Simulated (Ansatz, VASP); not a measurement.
# One calculation of SnSe2, two programs

```xyz
3
Lattice="3.8110 0.0000 0.0000 -1.9055 3.3004 0.0000 0.0000 0.0000 6.1370" Properties=species:S:1:pos:R:3 pbc="T T T"
Sn    0.0000    0.0000    0.0000
Se   -0.4500    1.7503    1.5342
Se    1.9055    1.1001    4.6027
```

Alike in both runs: task single point; functional PBE; k mesh 12 × 12 × 6; occupations gaussian, width 0.05 eV; no spin polarisation.

|  | VASP | Ansatz |
| --- | --- | --- |
| version | VASP 6.6.1 | Ansatz 0.2.0 |
| potentials or method | VASP PAW PBE potentials, release 64 (Sn_d, Se), cutoff 520 eV | scalar-relativistic, plane waves, PAW |
| valence electrons in the cell | 26 | 46 |

```tsv
	VASP	Ansatz	Ansatz less VASP
gap on the k mesh at the Fermi level (eV)	none	none	-
pressure (GPa)	9.4	9.3	-0.10
traceless stress, the component that is largest in VASP (GPa)	6.34	6.35	+0.016
rms of the force components (eV/Å)	1.390	1.387	-0.0029
```

Atom by atom the forces differ by 0.008 eV/Å (rms over components). A gap of «none» marks a metal or a gap that the smearing closes. VASP's potentials hold 26 valence electrons a cell and Ansatz's 46, so a difference there can come from the potentials and not from the codes.
